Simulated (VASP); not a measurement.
Runs of VASP 6.6.1 on Ge. The structure is that of space group Cmmm (No. 65), or close to it. The cells are those of the table. 

| cell | gap on the mesh (eV) | pressure (GPa) |
| --- | --- | --- |
| a = 2.829, b = 2.829, c = 2.586 Å, angles 90.0, 90.0, 123.5°, 1 atom | none | 6.0 |
| a = 2.871, b = 2.871, c = 2.624 Å, angles 90.0, 90.0, 123.5°, 1 atom | none | 1.8 |
| a = 3.029, b = 3.029, c = 2.768 Å, angles 90.0, 90.0, 123.5°, 1 atom | none | (a) |
| a = 2.991, b = 2.991, c = 2.734 Å, angles 90.0, 90.0, 123.5°, 1 atom | none | -6.1 |
| a = 3.066, b = 3.066, c = 2.802 Å, angles 90.0, 90.0, 123.5°, 1 atom | none | (b) |

Alike in all rows: task single point; level PBEsol; potentials or basis VASP PAW PBE potentials, release 64 (Ge_d); no spin polarisation; k mesh 12 × 12 × 11; cutoff (eV) 520; smearing fermi-dirac 0.2 eV.

Estimate the missing entries.

(a) -7.7; (b) -9.0.

Caveats: the PAW data sets were made with another functional, which shifts forces and pressure a little.

A k mesh can miss the band edges, and the runs leave out spin-orbit coupling on Ge.

A gap of «none» marks levels without a gap at the run's occupations.
